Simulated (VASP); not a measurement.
CuO (Tenorite), 4 atoms in the cell. It takes space group Cc (No. 9, monoclinic). Conventional cell: a = 4.720 Å, b = 3.449 Å, c = 5.166 Å, α = 90.00°, β = 99.65°, γ = 90.00°. Cu (site symmetry 1) has 4 O at 1.92 to 2.03 Å within 2.5 Å. O (site symmetry 1) has 4 Cu at 1.92 to 2.03 Å within 2.5 Å. 

| Property | Result |
| --- | --- |
| Program | VASP 6.6.1 |
| Task | single point |
| Functional | r2SCAN |
| Potentials or basis | VASP PAW PBE potentials, release 64 (Cu, O) |
| Cutoff | 520 eV |
| k mesh | 10 × 10 × 5 |
| Occupations | fermi-dirac, width 0.05 eV |
| Spin | no spin polarisation |
| Dipole correction | no |
| Further INCAR settings | ALGO = Normal; EDIFF = 1e-07; NBANDS = 25 |

Potentials or basis: VASP PAW PBE potentials, release 64 (Cu, O).

The run is started by

```console
$ cat potpaw_PBE.64/Cu/POTCAR potpaw_PBE.64/O/POTCAR > POTCAR
$ cp INCAR.step1 INCAR
$ mpirun -np 1 vasp_std > vasp.out
$ cp INCAR.step2 INCAR
$ mpirun -np 1 vasp_std > vasp.out
```

Hardware: 1 thread of Intel(R) Xeon(R) 6975P-C (Granite Rapids) (shared host).

Task: Estimate the wall time of this run.

Result: Wall time 4.4 min on 1 thread of Intel(R) Xeon(R) 6975P-C (Granite Rapids) (shared host), peak memory 0.25 GiB. Counts: k points 141.
